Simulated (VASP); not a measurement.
# HfO2 (Fm-3m) in VASP: a series of runs

Runs on HfO2. Level: PBEsol+U. Tasks: single point.

Everything below comes from runs of VASP 6.6.1. Logs are shortened: lines on timing, memory, paths and dates and some standing lists are left out, and cuts for length are marked.

### Step 1. The cell of the first run

It takes space group Fm-3m (No. 225, cubic). The conventional cell has a = 5.115 Å, b = 5.115 Å, c = 5.115 Å, α = 90.00°, β = 90.00°, γ = 90.00°. Within 2.9 Å of Hf (site symmetry m-3m) lie 8 O at 2.21 Å. Within 2.9 Å of O (site symmetry -43m) lie 4 Hf at 2.21 Å and 6 O at 2.56 Å.

### Step 2. Single point, PBEsol+U

File INCAR:

```
ALGO = Normal
EDIFF = 1E-6
ENCUT = 520
GGA = PS
ISIF = 2
ISMEAR = -1
LASPH = True
LCHARG = False
LDAU = True
LDAUJ = 0 0
LDAUL = 2 -1
LDAUPRINT = 1
LDAUTYPE = 2
LDAUU = 3 0
LMAXMIX = 4
LREAL = False
LWAVE = False
NBANDS = 18
NELM = 150
PREC = Accurate
SIGMA = 0.05
```

File KPOINTS:

```
k-points
0
Gamma
  9 9 9
```

File POSCAR:

```
HfO2
1.0
    0.0000000000      2.5575000000      2.5575000000
    2.5575000000      0.0000000000      2.5575000000
    2.5575000000      2.5575000000      0.0000000000
Hf O
1 2
Direct
    0.0000000000      0.0000000000      0.0000000000
    0.7500000000      0.7500000000      0.7500000000
    0.2500000000      0.2500000000      0.2500000000
```

Potentials or basis: VASP PAW PBE potentials, release 64 (Hf_pv, O).

Command:

```console
> cat potpaw_PBE.64/Hf_pv/POTCAR potpaw_PBE.64/O/POTCAR > POTCAR
> mpirun -np 1 vasp_std > vasp.out
```

OUTCAR:

```text
EDIFF = 1E-6
   ENCUT = 520
   GGA = PS
   ISIF = 2
   ISMEAR = -1
   LASPH = True
   LREAL = False
   NELM = 150
   PREC = Accurate

 ion  position               nearest neighbor table
   1  0.000  0.000  0.000-   2 2.21   2 2.21   2 2.21   2 2.21   3 2.21   3 2.21   3 2.21   3 2.21

   2  0.750  0.750  0.750-   1 2.21   1 2.21   1 2.21   1 2.21
   3  0.250  0.250  0.250-   1 2.21   1 2.21   1 2.21   1 2.21

  LATTYP: Found a face centered cubic cell.
 ALAT       =     5.1150000000

  Lattice vectors:

 A1 = (   0.0000000000,   2.5575000000,   2.5575000000)
 A2 = (   2.5575000000,   0.0000000000,   2.5575000000)
 A3 = (   2.5575000000,   2.5575000000,   0.0000000000)

Analysis of symmetry for initial positions (statically):
=====================================================================
 Subroutine PRICEL returns:
 Original cell was already a primitive cell.

 Routine SETGRP: Setting up the symmetry group for a
 face centered cubic supercell.

 Subroutine GETGRP returns: Found 48 space group operations
 (whereof 48 operations were pure point group operations)
 out of a pool of 48 trial point group operations.

The static configuration has the point symmetry O_h .

Analysis of symmetry for dynamics (positions and initial velocities):
=====================================================================
 Subroutine PRICEL returns:
 Original cell was already a primitive cell.

 Routine SETGRP: Setting up the symmetry group for a
 face centered cubic supercell.

 Subroutine GETGRP returns: Found 48 space group operations
 (whereof 48 operations were pure point group operations)
 out of a pool of 48 trial point group operations.

The dynamic configuration has the point symmetry O_h .

 Subroutine INISYM returns: Found 48 space group operations
 (whereof 48 operations are pure point group operations),
 and found     1 'primitive' translations

----------------------------------------------------------------------------------------

                                     Primitive cell

  volume of cell :      33.4562

  direct lattice vectors                    reciprocal lattice vectors
     0.000000000  2.557500000  2.557500000    -0.195503421  0.195503421  0.195503421
     2.557500000  0.000000000  2.557500000     0.195503421 -0.195503421  0.195503421
     2.557500000  2.557500000  0.000000000     0.195503421  0.195503421 -0.195503421

  length of vectors
     3.616851186  3.616851186  3.616851186     0.338621859  0.338621859  0.338621859

  position of ions in fractional coordinates (direct lattice)
     0.000000000  0.000000000  0.000000000
     0.750000000  0.750000000  0.750000000
     0.250000000  0.250000000  0.250000000

  ion indices of the primitive-cell ions
   primitive index   ion index
                 1           1
                 2           2
                 3           3

----------------------------------------------------------------------------------------

 KPOINTS: k-points

Automatic generation of k-mesh.
 Grid dimensions read from file:
 generate k-points for:    9    9    9

 Generating k-lattice:

  Cartesian coordinates                     Fractional coordinates (reciprocal lattice)
    -0.021722602  0.021722602  0.021722602     0.111111111  0.000000000  0.000000000
     0.021722602 -0.021722602  0.021722602     0.000000000  0.111111111  0.000000000
     0.021722602  0.021722602 -0.021722602     0.000000000  0.000000000  0.111111111
[... 40 lines left out ...]
   number of dos      NEDOS =    301   number of ions     NIONS =      3
   total plane-waves  NPLWV =  21952
   dimension x,y,z NGX =    28 NGY =   28 NGZ =   28
   dimension x,y,z NGXF=    56 NGYF=   56 NGZF=   56
   ions per type =               1   2
   NGX,Y,Z   is equivalent  to a cutoff of  12.87, 12.87, 12.87 a.u.
   NGXF,Y,Z  is equivalent  to a cutoff of  25.74, 25.74, 25.74 a.u.
 SYSTEM =  unknown system
   PREC   = accura    normal or accurate (medium, high low for compatibility)
   ISTART =      0    job   : 0-new  1-cont  2-samecut
   ICHARG =      2    charge: 1-file 2-atom 10-const
   ISPIN  =      1    spin polarized calculation?
   LNONCOLLINEAR =      F non collinear calculations
   LSORBIT =      F    spin-orbit coupling
   LASPH  =      T    aspherical Exc in radial PAW
   ENCUT  =  520.0 eV  38.22 Ry    6.18 a.u.   6.72  6.72  6.72*2*pi/ulx,y,z
   NELM   =    150;   NELMIN=  2; NELMDL= -5     # of ELM steps
   EDIFF  = 0.1E-05   stopping-criterion for ELM
   LREAL  =      F    real-space projection
   EDIFFG = 0.1E-04   stopping-criterion for IOM
   NSW    =      0    number of steps for IOM
   IBRION =     -1    ionic relax: 0-MD 1-quasi-New 2-CG
   NFREE  =      0    steps in history (QN), initial steepest desc. (CG)
   ISIF   =      2    stress and relaxation
   ISYM   =      2    0-nonsym 1-usesym 2-fastsym
   POTIM  = 0.5000    time-step for ionic-motion
   TEBEG  =    0.0;   TEEND  =   0.0 temperature during run
   PSTRESS=    0.0 pullay stress
   NELECT =      22.0000    total number of electrons
   NUPDOWN=      -1.0000    fix difference up-down
   EMIN   =  10.00;   EMAX   =-10.00  energy-range for DOS
   EFERMI =   0.00;   METHOD = LEGACY
   ISMEAR =    -1;   SIGMA  =   0.05  broadening in eV -4-tet -1-fermi 0-gaus
   EFERMI_NEDOS =   21; number of points for ismear=-14 and -15
   IALGO  =     38    algorithm
   IMIX   =      4    mixing-type and parameters
     AMIX     =   0.40;   BMIX     =  1.00
     AMIX_MAG =   1.60;   BMIX_MAG =  1.00
  volume/ion in A,a.u.               =      11.15        75.26
  Fermi-wavevector in a.u.,A,eV,Ry     =   1.423607  2.690227 27.574337  2.026657
  Thomas-Fermi vector in A             =   2.544186
   LORBIT       =      0    0 simple, 1 ext, 2 COOP (PROOUT), +10 PAW based schemes
 LDA+U is selected, type is set to LDAUTYPE =  2
   angular momentum for each species LDAUL =     2   -1
   U (eV)           for each species LDAUU =   3.0  0.0
   J (eV)           for each species LDAUJ =   0.0  0.0
   GGA     = PS    functional components
   LHFCALC =     F    Hartree Fock is set to
   AEXX    =    0.0000 exact exchange contribution
   IVDW    =     0    specifies the selected vdW correction
   LEPSILON=     F    determine dielectric tensor
   LRPA    =     F    only Hartree local field effects (RPA)
 non-spin polarized calculation
  energy-cutoff  :      520.00
  volume of cell :       33.46
 maximum number of plane-waves:       914
   NGX = 13   NGY = 13   NGZ = 13

atom =   1  type =  1  l = 2

 onsite density matrix

spin component  1

  0.1739  0.0000  0.0000 -0.0000  0.0000
  0.0000  0.1739 -0.0000  0.0000 -0.0000
  0.0000 -0.0000  0.0555  0.0000  0.0000
 -0.0000  0.0000  0.0000  0.1739  0.0000
  0.0000 -0.0000  0.0000  0.0000  0.0555

spin component  2

  0.1739  0.0000  0.0000 -0.0000  0.0000
  0.0000  0.1739 -0.0000  0.0000 -0.0000
  0.0000 -0.0000  0.0555  0.0000  0.0000
 -0.0000  0.0000  0.0000  0.1739  0.0000
  0.0000 -0.0000  0.0000  0.0000  0.0555

 occupancies and eigenvectors

  o =  0.0555  v =  0.0000  0.0000  0.0858 -0.0000 -0.9963  0.0000  0.0000  0.0000  0.0000  0.0000      0.0000  0.0000  0.0000  0.0000  0.0000  0.0000  0.0000  0.0000  0.0000  0.0000
  o =  0.0555  v =  0.0000  0.0000  0.0000  0.0000  0.0000  0.0000  0.0000  0.0858 -0.0000 -0.9963      0.0000  0.0000  0.0000  0.0000  0.0000  0.0000  0.0000  0.0000  0.0000  0.0000
  o =  0.0555  v =  0.0000  0.0000  0.0000  0.0000  0.0000  0.0000 -0.0000 -0.9963  0.0000 -0.0858      0.0000  0.0000  0.0000  0.0000  0.0000  0.0000  0.0000  0.0000  0.0000  0.0000
  o =  0.0555  v =  0.0000 -0.0000 -0.9963  0.0000 -0.0858  0.0000  0.0000  0.0000  0.0000  0.0000      0.0000  0.0000  0.0000  0.0000  0.0000  0.0000  0.0000  0.0000  0.0000  0.0000
  o =  0.1739  v =  0.0000  0.5777 -0.0000  0.8163 -0.0000  0.0000  0.0000  0.0000  0.0000  0.0000      0.0000  0.0000  0.0000  0.0000  0.0000  0.0000  0.0000  0.0000  0.0000  0.0000
  o =  0.1739  v =  0.0000  0.0000  0.0000  0.0000  0.0000  0.0000  0.5777 -0.0000  0.8163 -0.0000      0.0000  0.0000  0.0000  0.0000  0.0000  0.0000  0.0000  0.0000  0.0000  0.0000
  o =  0.1739  v =  0.0000  0.8163 -0.0000 -0.5777 -0.0000  0.0000  0.0000  0.0000  0.0000  0.0000      0.0000  0.0000  0.0000  0.0000  0.0000  0.0000  0.0000  0.0000  0.0000  0.0000
  o =  0.1739  v =  0.0000  0.0000  0.0000  0.0000  0.0000  0.0000  0.8163 -0.0000 -0.5777 -0.0000      0.0000  0.0000  0.0000  0.0000  0.0000  0.0000  0.0000  0.0000  0.0000  0.0000
  o =  0.1739  v =  1.0000  0.0000  0.0000  0.0000  0.0000  0.0000  0.0000  0.0000  0.0000  0.0000      0.0000  0.0000  0.0000  0.0000  0.0000  0.0000  0.0000  0.0000  0.0000  0.0000
  o =  0.1739  v =  0.0000  0.0000  0.0000  0.0000  0.0000  1.0000  0.0000  0.0000  0.0000  0.0000      0.0000  0.0000  0.0000  0.0000  0.0000  0.0000  0.0000  0.0000  0.0000  0.0000

 number of electron      21.9999993 magnetization

 Free energy of the ion-electron system (eV)
  ---------------------------------------------------
  ext. energy  EPLUGINS =         0.00000000
  ---------------------------------------------------
  free energy    TOTEN  =       -29.89178593 eV

  energy without entropy =      -29.89178593  energy(sigma->0) =      -29.89178593

 E-fermi :   5.1982     XC(G=0): -11.9646

 val. band max:        4.0654528882   @ k =  -0.4444   0.4444   0.0000
 cond. band min:       8.1434385192   @ k =   0.4444   0.4444   0.0000
 fundamental gap:      4.0779856311
 Fermi energy:         5.1981530482

 k-point     1 :       0.0000    0.0000    0.0000
  band No.  band energies     occupation
      1     -26.1369      2.00000
      2     -26.1369      2.00000
      3     -26.1369      2.00000
      4     -14.4508      2.00000
      5     -11.4394      2.00000
      6      -0.9755      2.00000
[... 481 lines left out ...]
      5     -12.4567      2.00000
      6      -2.1353      2.00000
[... 10 lines left out ...]
     17      15.5818      0.00000
     18      16.8490      0.00000

 [... further k-points ...]

------------------------ aborting loop because EDIFF is reached ----------------------------------------

  FORCE on cell =-STRESS in cart. coord.  units (eV):
  Direction    XX          YY          ZZ          XY          YZ          ZX
  --------------------------------------------------------------------------------------
  -------------------------------------------------------------------------------------
  Total       -1.1564811     -1.1564811     -1.1564811      0.0000000      0.0000000     -0.0000000
  in kB      -55.3824560    -55.3824560    -55.3824560      0.0000000      0.0000000     -0.0000000
  external PRESSURE =     -55.3824560 kB  Pullay stress =       0.0000000 kB

 VOLUME and BASIS-vectors are now :
 -----------------------------------------------------------------------------
  energy-cutoff  :      520.00
  volume of cell :       33.46
      direct lattice vectors                 reciprocal lattice vectors
     0.000000000  2.557500000  2.557500000    -0.195503421  0.195503421  0.195503421
     2.557500000  0.000000000  2.557500000     0.195503421 -0.195503421  0.195503421
     2.557500000  2.557500000  0.000000000     0.195503421  0.195503421 -0.195503421

 POSITION                                       TOTAL-FORCE (eV/Angst)
 -----------------------------------------------------------------------------------
      0.00000      0.00000      0.00000        -0.000000      0.000000     -0.000000
      3.83625      3.83625      3.83625         0.000000      0.000000      0.000000
      1.27875      1.27875      1.27875        -0.000000     -0.000000     -0.000000
 -----------------------------------------------------------------------------------
    total drift:                                0.000000      0.000000      0.000000

  FREE ENERGIE OF THE ION-ELECTRON SYSTEM (eV)
  ---------------------------------------------------
  free  energy   TOTEN  =       -29.8917859319 eV

  energy  without entropy=      -29.8917859319  energy(sigma->0) =      -29.89178593
```

Run time: 12 s. Hardware: 1 thread of AMD EPYC 9R45 (Zen 5), shared host; peak memory 0.14 GiB.

Results:

```
Free energy            : -29.8918 eV
Pressure               : -5.5 GPa
Band gap on the k mesh : 4.08 eV, indirect (least direct gap 4.20 eV)
```

Eigenvalues of the final occupation matrices:
| site | spin | trace | eigenvalues |
| --- | --- | --- | --- |
| site 1 d | 1 | 0.63 | 0.06 0.06 0.17 0.17 0.17 |
| site 1 d | 2 | 0.63 | 0.06 0.06 0.17 0.17 0.17 |

Caveat: the PAW data sets were made with another functional, which shifts forces and pressure a little; spin-orbit coupling is left out, which moves the levels of the heavy elements.

### Step 3. Single point, PBEsol+U

File INCAR:

```
SYSTEM = HfO2
PREC = Accurate
ENCUT = 520
EDIFF = 1E-6
ISMEAR = -1
SIGMA = 0.05
LREAL = .FALSE.
LASPH = .TRUE.
NELM = 150
ALGO = Normal
ISIF = 2
LWAVE = .FALSE.
LCHARG = .TRUE.
LMAXMIX = 4
LDAU = .TRUE.
LDAUTYPE = 2
LDAUL = 2 -1
LDAUU = 4 0
LDAUJ = 0 0
LDAUPRINT = 1
GGA = PS
LELF = .TRUE.
LVHAR = .TRUE.
NBANDS = 18
```

File KPOINTS:

```
Automatic mesh
0
G
  9 9 9
  0 0 0
```

POSCAR is that of step 2.

Potentials or basis: VASP PAW PBE potentials, release 64 (Hf_pv, O).

Command:

```console
> cat potpaw_PBE.64/Hf_pv/POTCAR potpaw_PBE.64/O/POTCAR > POTCAR
> mpirun -np 1 vasp_std > vasp.out
```

It took 12 s on 1 thread of AMD EPYC 9R45 (Zen 5), shared host; peak memory 0.14 GiB.

Results (log left out):

```yaml
Free_energy: -29.3625 eV
Pressure: -2.8 GPa
Band_gap_on_the_k_mesh: 4.20 eV, indirect (least direct gap 4.32 eV)
```

Levels at points of the mesh, in eV from the valence-band top:
```tsv
k point	band 9	band 10	band 11	band 12	band 13	band 14
(0.00, 0.00, 0.00)	-0.57	-0.57	-0.57	4.70	4.70	5.28
```

Eigenvalues of the final occupation matrices:
```tsv
site	spin	trace	eigenvalues
site 1 d	1	0.61	0.05 0.05 0.17 0.17 0.17
site 1 d	2	0.61	0.05 0.05 0.17 0.17 0.17
```

Caveat: the PAW data sets were made with another functional, which shifts forces and pressure a little; spin-orbit coupling is left out, which moves the levels of the heavy elements. A k mesh can miss the band edges.

### Step 4. Single point, PBEsol+U

File INCAR:

```
  PREC = Accurate
  ENCUT = 520
  EDIFF = 1E-7
  ISMEAR = -1
  SIGMA = 0.05
  LREAL = F
  LASPH = T
  NELM = 150
  ALGO = Normal
  ISIF = 2
  LWAVE = F
  LCHARG = F
  LMAXMIX = 4
  LDAU = T
  LDAUTYPE = 2
  LDAUL = 2 -1
  LDAUU = 5 0
  LDAUJ = 0 0
  LDAUPRINT = 1
  GGA = PS
  NBANDS = 18
```

File KPOINTS:

```
regular mesh
0
Gamma
  9 9 9
```

POSCAR is that of step 3.

Command:

```console
> cat potpaw_PBE.64/Hf_pv/POTCAR potpaw_PBE.64/O/POTCAR > POTCAR
> mpirun -np 1 vasp_std > vasp.out
```

Wall time 13 s (1 thread of AMD EPYC 9R45 (Zen 5), shared host); peak memory 0.14 GiB.

Results (log left out):

```yaml
Free_energy: -28.8463 eV
Pressure: 0.0 GPa
Band_gap_on_the_k_mesh: 4.32 eV, indirect (least direct gap 4.44 eV)
```

Levels at points of the mesh, in eV from the valence-band top:
| k point | band 8 | band 9 | band 10 | band 11 | band 12 | band 13 | band 14 | band 15 |
| --- | --- | --- | --- | --- | --- | --- | --- | --- |
| (0.00, 0.00, 0.00) | -4.94 | -0.58 | -0.58 | -0.58 | 4.94 | 4.94 | 5.23 | 10.79 |

Eigenvalues of the final occupation matrices:
```csv
site,spin,trace,eigenvalues
site 1 d,1,0.60,0.05 0.05 0.17 0.17 0.17
site 1 d,2,0.60,0.05 0.05 0.17 0.17 0.17
```

Caveat: the PAW data sets were made with another functional, which shifts forces and pressure a little; spin-orbit coupling is left out, which moves the levels of the heavy elements. A k mesh can miss the band edges.

### Step 5. Single point, PBEsol+U

File INCAR:

```
PREC = Accurate
ENCUT = 520
EDIFF = 1E-7
ISMEAR = -1
SIGMA = 0.05
LREAL = F
LASPH = T
NELM = 150
ALGO = Normal
ISIF = 2
LWAVE = F
LCHARG = T
LMAXMIX = 4
LDAU = T
LDAUTYPE = 2
LDAUL = 2 -1
LDAUU = 6 0
LDAUJ = 0 0
LDAUPRINT = 1
GGA = PS
LELF = T
LVHAR = T
NBANDS = 18
```

KPOINTS is that of step 4.

POSCAR is that of step 4.

Command:

```console
> cat potpaw_PBE.64/Hf_pv/POTCAR potpaw_PBE.64/O/POTCAR > POTCAR
> mpirun -np 1 vasp_std > vasp.out
```

It took 14 s on 1 thread of AMD EPYC 9R45 (Zen 5), shared host; peak memory 0.14 GiB.

It converged, with:

| Property | Result |
| --- | --- |
| Free energy | -28.3432 eV |
| Pressure | 2.8 GPa |
| Band gap on the k mesh | 4.43 eV, indirect (least direct gap 4.56 eV) |

Levels at points of the mesh, in eV from the valence-band top:
| k point | band 7 | band 8 | band 9 | band 10 | band 11 | band 12 | band 13 | band 14 | band 15 | band 16 |
| --- | --- | --- | --- | --- | --- | --- | --- | --- | --- | --- |
| (0.00, 0.00, 0.00) | -4.88 | -4.88 | -0.58 | -0.58 | -0.58 | 5.18 | 5.18 | 5.18 | 10.94 | 10.94 |

Eigenvalues of the final occupation matrices:
| site | spin | trace | eigenvalues |
| --- | --- | --- | --- |
| site 1 d | 1 | 0.58 | 0.05 0.05 0.16 0.16 0.16 |
| site 1 d | 2 | 0.58 | 0.05 0.05 0.16 0.16 0.16 |

Caveat: the PAW data sets were made with another functional, which shifts forces and pressure a little; spin-orbit coupling is left out, which moves the levels of the heavy elements. A k mesh can miss the band edges.

### Step 6. Summary

| U | gap on the mesh (eV) | pressure (GPa) |
| --- | --- | --- |
| Hf d U = 3.0 eV | 4.08 | -5.5 |
| Hf d U = 4.0 eV | 4.20 | -2.8 |
| Hf d U = 5.0 eV | 4.32 | 0.0 |
| Hf d U = 6.0 eV | 4.43 | 2.8 |

Alike in all rows: task single point; level PBEsol+U; potentials or basis VASP PAW PBE potentials, release 64 (Hf_pv, O); no spin polarisation; cell as given; k mesh 9 × 9 × 9; cutoff (eV) 520; smearing fermi-dirac 0.05 eV.

On the cell as given the gap runs from 4.08 eV (PBEsol+U) to 4.43 eV (PBEsol+U).

Caveats: the PAW data sets were made with another functional, which shifts forces and pressure a little; spin-orbit coupling is left out, which moves the levels of the heavy elements.

Total energies depend on the potentials used, so only differences within one code and one set of settings carry meaning.
